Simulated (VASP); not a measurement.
ScPd3:

```
Sc Pd
1.0
     3.98200    0.00000    0.00000
     0.00000    3.98200    0.00000
     0.00000    0.00000    3.98200
Sc Pd
1 3
Direct
  0.00000 0.00000 0.00000
  0.00000 0.50000 0.50000
  0.50000 0.00000 0.50000
  0.50000 0.50000 0.00000
```

```yaml
Program: VASP 6.6.1
Task: relaxation of cell and atoms
Functional: LDA
Potentials_or_basis: VASP PAW LDA potentials, release 64 (Sc_sv, Pd)
Cutoff: 600 eV
k_mesh: 9 × 9 × 9
Occupations: fermi-dirac, width 0.05 eV
Spin: no spin polarisation
```

At the start: pressure -9.2 GPa; volume 15.78 Å³/atom.

Problem. How do energy, volume and symmetry change on relaxing?

Solution. Over 4 steps the energy falls by 26.6 meV/atom and the volume is 14.91 Å³/atom (-5.5 %); space group Pm-3m (No. 221, to 0.1 Å) before and after.

The path:
| step | energy change (eV) | largest force (eV/Å) | pressure (GPa) | volume (Å³) |
| --- | --- | --- | --- | --- |
| 1 | 0.0000 | 0.0000 | -9.22 | 63.14 |
| 2 | 0.1171 | 0.0000 | 17.39 | 55.20 |
| 3 | -0.1064 | 0.0000 | -0.20 | 59.71 |
| 4 | -0.1064 | 0.0000 | 0.00 | 59.64 |

Final structure:
```
CELL_PARAMETERS angstrom
3.90704 0.00000 0.00000
0.00000 3.90704 0.00000
0.00000 0.00000 3.90704
ATOMIC_POSITIONS crystal
Sc 0.00000 0.00000 0.00000
Pd 0.00000 0.50000 0.50000
Pd 0.50000 0.00000 0.50000
Pd 0.50000 0.50000 0.00000
```
